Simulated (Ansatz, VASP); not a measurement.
Two plane-wave programs on NaAg

```xyz
2
Lattice="0.0000 2.6757 2.6757 2.6757 0.0000 2.6757 2.6757 2.6757 0.0000" Properties=species:S:1:pos:R:3 pbc="T T T"
Na    0.0000    0.0000    0.0000
Ag    2.6757    2.6757    2.6757
```

Change from the starting cell: volume scaled by 0.8, PAW files.

Alike in both runs: task single point; functional LDA; k mesh 12 × 12 × 12; occupations fermi-dirac, width 0.05 eV; no spin polarisation.

|  | VASP | Ansatz |
| --- | --- | --- |
| version | VASP 6.6.1 | Ansatz 0.2.0 |
| potentials or method | VASP PAW LDA potentials, release 64 (Na_pv, Ag) | PAW with Ansatz's default frozen-core files, scalar-relativistic |
| plane-wave cutoff (eV) | 520 | 420 |
| valence electrons in the cell | 18 | 28 |

|  | VASP | Ansatz | Ansatz less VASP |
| --- | --- | --- | --- |
| pressure (GPa) | 7.8 | 7.8 | +0.01 |

LDA's correlation is that of Perdew and Zunger in VASP and of Perdew and Wang (1992) in Ansatz. VASP's potentials hold 18 valence electrons a cell and Ansatz's 28, so a difference there can come from the potentials and not from the codes.
